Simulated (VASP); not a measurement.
Write the native input for VASP 6.6.1 that does the following.

* Task: single point
* Functional: PBE
* Potentials or basis: VASP PAW PBE potentials, release 64 (Br)
* Cutoff: 520 eV
* k mesh: 18 × 18 × 18
* Occupations: gaussian, width 0.1 eV
* Spin: no spin polarisation
* Dipole correction: no
* Further INCAR settings: ALGO = Normal; EDIFF = 1e-06; NBANDS = 14

The structure of Br lies in POSCAR:

```
Br
1.0
   -2.8489321019      2.8489321019      1.9372875844
    2.8489321019     -2.8489321019      1.9372875844
    2.8489321019      2.8489321019     -1.9372875844
Br
2
Direct
    0.0000000000      0.0000000000      0.0000000000
    0.7500000000      0.2500000000      0.5000000000
```

The input as run:

INCAR

```
PREC     = Accurate       # precision mode
ENCUT    = 520            # plane-wave cutoff, eV
EDIFF    = 1E-6           # SCF threshold, eV
ISMEAR   = 0              # smearing method
SIGMA    = 0.1            # smearing width, eV
LREAL    = False          # projectors in reciprocal space
LASPH    = True           # aspherical terms in the spheres
NELM     = 80             # most SCF steps
ALGO     = Normal         # electronic algorithm
ISIF     = 2              # what is computed and relaxed
LWAVE    = False          # write WAVECAR
LCHARG   = False          # write CHGCAR
GGA      = PE             # functional
NBANDS   = 14             # bands
```

KPOINTS

```
Automatic mesh
0
Gamma
  18 18 18
```

Potentials or basis: VASP PAW PBE potentials, release 64 (Br).

The run is started by

```console
$ cat potpaw_PBE.64/Br/POTCAR > POTCAR
$ mpirun -np 1 vasp_std > vasp.out
```

Results of the run:

* Pressure: 0.0 GPa
* Band gap on the k mesh: zero (bands 7 and 8 overlap by 1.57 eV)

Wall time 4.2 min on 1 thread of Intel(R) Xeon(R) Platinum 8259CL CPU @ 2.50GHz (Skylake/Cascade Lake), on a shared host, peak memory 0.46 GiB.
